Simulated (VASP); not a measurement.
Here is a VASP 6.6.1 calculation.

File INCAR:

```
SYSTEM = Si
PREC     = Accurate       ! precision mode
ENCUT    = 500            ! plane-wave cutoff, eV
EDIFF    = 1E-6           ! SCF threshold, eV
ISMEAR   = -1             ! smearing method
SIGMA    = 0.05           ! smearing width, eV
LREAL    = .False.        ! projectors in reciprocal space
LASPH    = .True.         ! aspherical terms in the spheres
NELM     = 120            ! most SCF steps
ALGO     = Normal         ! electronic algorithm
ISIF     = 2              ! what is computed and relaxed
LWAVE    = .False.        ! write WAVECAR
LCHARG   = .False.        ! write CHGCAR
GGA      = PS             ! functional
NBANDS   = 8              ! bands
GGA_COMPAT= .False.
```

Contents of KPOINTS:

```
regular mesh
0
Gamma
  19 19 19
  0 0 0
```

Contents of POSCAR:

```
Si
1.0
    0.0000000000      1.9168236995      1.9168236995
    1.9168236995      0.0000000000      1.9168236995
    1.9168236995      1.9168236995      0.0000000000
Si
1
Direct
    0.0000000000      0.0000000000      0.0000000000
```

Potentials or basis: VASP PAW PBE potentials, release 64 (Si).

Launch:

```bash
$ cat potpaw_PBE.64/Si/POTCAR > POTCAR
$ mpirun -np 1 vasp_std > vasp.out
```

(1) What does it give for the band gap on the k mesh?

(2) Predict the pressure.

Answers

(1) zero (band 2 reaches 21.94 eV, above the bottom of band 3 at 7.38 eV).

(2) 0.1 GPa.

Caveat: the PAW data sets were made with another functional, which shifts forces and pressure a little.
